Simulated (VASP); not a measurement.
# OsPd (Pm-3m) in VASP: a series of runs, part 2 of 2

VASP 6.6.1. Earlier steps stand in the parts before.

## Step 4: Relaxation of cell and atoms, r2SCAN

File POSCAR:

```
OsPd
1.0
    3.0474099161      0.0000000000      0.0000000000
    0.0000000000      3.0474099161      0.0000000000
    0.0000000000      0.0000000000      3.0474099161
Pd Os
1 1
Direct
    0.5000000000      0.5000000000      0.5000000000
    0.0000000000      0.0000000000      0.0000000000
```

File INCAR.step1:

```
SYSTEM = OsPd
PREC = Accurate
ENCUT = 600
ISMEAR = 0
SIGMA = 0.1
LREAL = .False.
LASPH = .True.
NELM = 100
GGA = PE
ALGO = Normal
EDIFF = 1E-4
LWAVE = .True.
LCHARG = .False.
```

File INCAR.step2:

```
SYSTEM = OsPd
PREC = Accurate
ENCUT = 600
EDIFF = 1E-7
ISMEAR = 0
SIGMA = 0.1
LREAL = .False.
LASPH = .True.
NELM = 100
ALGO = Normal
ISIF = 3
LWAVE = .False.
LCHARG = .False.
METAGGA = R2SCAN
LMIXTAU = .True.
IBRION = 2
NSW = 90
EDIFFG = -0.04
ISTART = 1
```

File KPOINTS:

```
regular mesh
0
Gamma
  6 6 6
  0 0 0
```

Potentials or basis: VASP PAW PBE potentials, release 64 (Pd, Os).

On the command line:

```bash
> cat potpaw_PBE.64/Pd/POTCAR potpaw_PBE.64/Os/POTCAR > POTCAR
> cp INCAR.step1 INCAR
> mpirun -np 1 vasp_std > vasp.out
> cp INCAR.step2 INCAR
> mpirun -np 1 vasp_std > vasp.out
```

OUTCAR:

```text
SYSTEM = OsPd
   PREC = Accurate
   ENCUT = 600
   EDIFF = 1E-7
   ISMEAR = 0
   LREAL = .False.
   LASPH = .True.
   NELM = 100
   ISIF = 3
   METAGGA = R2SCAN
   IBRION = 2
   NSW = 90
   EDIFFG = -0.04
   ISTART = 1

 ion  position               nearest neighbor table
   1  0.500  0.500  0.500-   2 2.64   2 2.64   2 2.64   2 2.64   2 2.64   2 2.64   2 2.64   2 2.64

   2  0.000  0.000  0.000-   1 2.64   1 2.64   1 2.64   1 2.64   1 2.64   1 2.64   1 2.64   1 2.64

  LATTYP: Found a simple cubic cell.
 ALAT       =     3.0474099161

  Lattice vectors:

 A1 = (   3.0474099161,   0.0000000000,   0.0000000000)
[... 180 lines left out ...]
  -------------------------------------------------------------------------------------
  Total        1.5615006      1.5615006      1.5615006      0.0000000      0.0000000      0.0000000
  in kB       88.4015960     88.4015960     88.4015960      0.0000000      0.0000000      0.0000000
  external PRESSURE =      88.4015960 kB  Pullay stress =       0.0000000 kB
[... 59 lines left out ...]
--------------------------------------- Ionic step        3  -------------------------------------------

 number of electron      17.9999999 magnetization

 Free energy of the ion-electron system (eV)
  ---------------------------------------------------
  ext. energy  EPLUGINS =         0.00000000
  ---------------------------------------------------
  free energy    TOTEN  =       -74.47974585 eV

  energy without entropy =      -74.47388924  energy(sigma->0) =      -74.47681755

 E-fermi :   9.3791     XC(G=0): -14.7571

 val. band max:        9.2923274376   @ k =   0.5000   0.5000   0.1667
 cond. band min:       9.4355972521   @ k =   0.3333   0.1667   0.1667
 fundamental gap:      0.1432698145
 Fermi energy:         9.3790704924

 k-point     1 :       0.0000    0.0000    0.0000
  band No.  band energies     occupation
      1      -0.0299      2.00000
      2       2.7862      2.00000
      3       2.7862      2.00000
      4       5.7746      2.00000
      5       5.7746      2.00000
      6       5.7746      2.00000
      7       8.6089      2.00000
      8       8.6089      2.00000
      9      10.8441      0.00000
     10      10.8441      0.00000
     11      10.8441      0.00000
     12      18.3607      0.00000
     13      18.3607      0.00000
[... 331 lines left out ...]
  FREE ENERGIE OF THE ION-ELECTRON SYSTEM (eV)
  ---------------------------------------------------
  free  energy   TOTEN  =       -74.4797458489 eV

  energy  without entropy=      -74.4738892444  energy(sigma->0) =      -74.47681755

 reached required accuracy - stopping structural energy minimisation
```

OSZICAR.step1:

```text
N       E                     dE             d eps       ncg     rms          rms(c)
DAV:   1     0.117534352431E+03    0.11753E+03   -0.10042E+04   528   0.151E+03
DAV:   2    -0.112110102368E+02   -0.12875E+03   -0.12119E+03   530   0.363E+02
DAV:   3    -0.160140782853E+02   -0.48031E+01   -0.46184E+01   630   0.654E+01
DAV:   4    -0.160784472807E+02   -0.64369E-01   -0.64167E-01   565   0.766E+00
DAV:   5    -0.160795490516E+02   -0.11018E-02   -0.11016E-02   660   0.991E-01    0.181E+01
DAV:   6    -0.151833087014E+02    0.89624E+00   -0.16809E+00   604   0.125E+01    0.801E+00
DAV:   7    -0.151010290044E+02    0.82280E-01   -0.59896E-01   545   0.115E+01    0.396E+00
DAV:   8    -0.150383940266E+02    0.62635E-01   -0.16321E-01   680   0.705E+00    0.144E+00
DAV:   9    -0.150339436884E+02    0.44503E-02   -0.11609E-02   535   0.114E+00    0.168E-01
DAV:  10    -0.150336790866E+02    0.26460E-03   -0.68874E-04   622   0.436E-01    0.526E-02
DAV:  11    -0.150336871375E+02   -0.80509E-05   -0.85439E-05   295   0.952E-02
   1 F= -.15033687E+02 E0= -.15030562E+02  d E =-.624973E-02
```

Wall time 78 s (1 thread of AMD EPYC 7R13 (Zen 3), shared host); peak memory 0.13 GiB.

What came out:

```
Free energy                           : -74.4797 eV
Relaxed volume                        : 14.57 Å³/atom
Relaxed cell                          : a = 3.077 Å, b = 3.077 Å, c = 3.077 Å, α = 90.00°, β = 90.00°, γ = 90.00°
Space group after relaxing (to 0.1 Å) : Pm-3m (No. 221)
Energy gained by relaxing             : 10.7 meV/atom
Ionic steps                           : 3
Pressure after relaxing               : -0.3 GPa
Band gap on the k mesh                : zero (bands 9 and 10 overlap by 1.87 eV)
```

Step by step:
```
step  energy change (eV)  largest force (eV/Å)  pressure (GPa)  volume (Å³)
   1              0.0000                0.0000            8.84        28.30
   2              0.1459                0.0000          -19.55        31.62
   3             -0.0215                0.0000           -0.26        29.13
```

Final structure:
```
CELL_PARAMETERS angstrom
3.07701 0.00000 0.00000
0.00000 3.07701 0.00000
0.00000 0.00000 3.07701
ATOMIC_POSITIONS crystal
Pd 0.50000 0.50000 0.50000
Os 0.00000 0.00000 0.00000
```

Caveat: the PAW data sets were made with another functional, which shifts forces and pressure a little; spin-orbit coupling is left out, which moves the levels of the heavy elements.

## Step 5: Single point, r2SCAN

This run uses another cell than the first one, of 14.53 Å³/atom.

File POSCAR:

```
OsPd
1.0
    3.0741419586      0.0000000000      0.0000000000
    0.0000000000      3.0741419586      0.0000000000
    0.0000000000      0.0000000000      3.0741419586
Pd Os
1 1
Direct
    0.5000000000      0.5000000000      0.5000000000
    0.0000000000      0.0000000000      0.0000000000
```

File INCAR.step1:

```
PREC = Accurate
ENCUT = 520
ISMEAR = 0
SIGMA = 0.1
LREAL = F
LASPH = T
NELM = 80
NBANDS = 16
GGA = PE
ALGO = Normal
EDIFF = 1E-4
LWAVE = T
LCHARG = F
```

File INCAR.step2:

```
PREC = Accurate
ENCUT = 520
EDIFF = 1E-7
ISMEAR = 0
SIGMA = 0.1
LREAL = F
LASPH = T
NELM = 80
ALGO = Normal
ISIF = 2
LWAVE = F
LCHARG = T
METAGGA = R2SCAN
LMIXTAU = T
LELF = T
LVHAR = T
NBANDS = 16
ISTART = 1
```

File KPOINTS:

```
regular mesh
0
Gamma
  18 18 18
```

On the command line:

```bash
> cat potpaw_PBE.64/Pd/POTCAR potpaw_PBE.64/Os/POTCAR > POTCAR
> cp INCAR.step1 INCAR
> mpirun -np 1 vasp_std > vasp.out
> cp INCAR.step2 INCAR
> mpirun -np 1 vasp_std > vasp.out
```

Run time: 4 min. Hardware: 1 thread of AMD EPYC 7R13 (Zen 3), shared host; peak memory 0.21 GiB.

The run converged. Its results:

| Quantity | Value |
| --- | --- |
| Free energy | -74.4300 eV |
| Pressure | 0.7 GPa |
| Band gap on the k mesh | zero (bands 9 and 10 overlap by 2.13 eV) |

Levels at points of the mesh, in eV from the Fermi level:
```
           k point  band 7  band 8  band 9  band 10  band 11  band 12
(0.00, 0.00, 0.00)   -0.72   -0.72    1.52     1.52     1.52     9.05
(0.50, 0.00, 0.00)   -2.48   -1.74   -1.74    -0.06    -0.05     2.13
(0.50, 0.50, 0.00)   -0.33    0.68    0.68     1.36     1.86     1.86
(0.50, 0.50, 0.50)   -1.58   -1.58    1.47     1.47     7.55     8.31
```

Caveat: the PAW data sets were made with another functional, which shifts forces and pressure a little; spin-orbit coupling is left out, which moves the levels of the heavy elements.

## Step 6: Overview

```tsv
task	cell	k mesh	cutoff (eV)	gap on the mesh (eV)	pressure (GPa)
single point	a = 3.047 Å, 2 atoms	6 × 6 × 6	520	none	8.8
single point	a = 3.074 Å, 2 atoms	6 × 6 × 6	520	none	0.7
relaxation of cell and atoms	relaxed from a = 3.047 Å, 2 atoms	6 × 6 × 6	600	none	-0.3
single point	a = 3.074 Å, 2 atoms	18 × 18 × 18	520	none	0.7
```

Alike in all rows: level r2SCAN; potentials or basis VASP PAW PBE potentials, release 64 (Pd, Os); no spin polarisation; smearing gaussian 0.1 eV.

Caveats: the PAW data sets were made with another functional, which shifts forces and pressure a little; spin-orbit coupling is left out, which moves the levels of the heavy elements; the cell stands under pressure (at least some runs).

Absolute energies hang on the potentials; compare differences alone.

The gap in the log of VASP goes by the Fermi energy; the results here count the filled bands.